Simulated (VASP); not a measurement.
Here is a VASP 6.6.1 calculation.

Contents of INCAR:

```
SYSTEM = Nb2Te6Mo
ALGO = Normal ; EDIFF = 1E-6
ENCUT = 520 ; GGA = PE
ISIF = 2 ; ISMEAR = 0
LASPH = .True. ; LCHARG = .False.
LREAL = .False. ; LWAVE = .False.
NBANDS = 48 ; NELM = 60
PREC = Accurate ; SIGMA = 0.2
```

KPOINTS

```
k-points
0
Gamma
  6 6 1
  0 0 0
```

The input POSCAR:

```
Nb2Te6Mo
1.0
    3.6244523572      0.0002639041     -0.0010574087
   -1.8120529398      3.1362636015      0.0077642914
   -0.0070461664      0.0512965965     22.7994438028
Nb Te Mo
2 6 1
Direct
    0.0006719480      0.0021241802      0.8325085631
   -0.0068414433     -0.0116857663      0.1671223147
    0.6608086064      0.3242865493      0.0849290406
    0.6738112354      0.3449471272      0.4210425607
    0.6681911062      0.3381632813      0.7502899103
    0.3331620091      0.6665852408      0.9147121091
    0.3248906538      0.6522989890      0.2493176365
    0.3388896208      0.6738213905      0.5796990458
    0.0064162636      0.0094590083      0.5003788191
```

Potentials or basis: VASP PAW PBE potentials, release 64 (Nb_sv, Te, Mo_sv).

The run is started by

```bash
$ cat potpaw_PBE.64/Nb_sv/POTCAR potpaw_PBE.64/Te/POTCAR potpaw_PBE.64/Mo_sv/POTCAR > POTCAR
$ mpirun -np 1 vasp_std > vasp.out
```

Task: Estimate the band gap on the k mesh.

Result: Zero (band 38 reaches 7.18 eV, above the bottom of band 39 at 6.38 eV).

Task: Predict the largest force.

Result: 0.020 eV/Å.

Forces in eV/Å, atoms in the order of the input:
```
Nb  -0.003  0.005 -0.006
Nb  -0.007  0.000  0.002
Te  -0.002 -0.002  0.007
Te   0.000  0.003 -0.014
Te   0.002 -0.002  0.019
Te   0.001 -0.004 -0.010
Te   0.009  0.004 -0.012
Te   0.000 -0.003  0.016
Mo  -0.001 -0.002 -0.003
```

Caveat: spin-orbit coupling is left out, which moves the levels of the heavy elements.
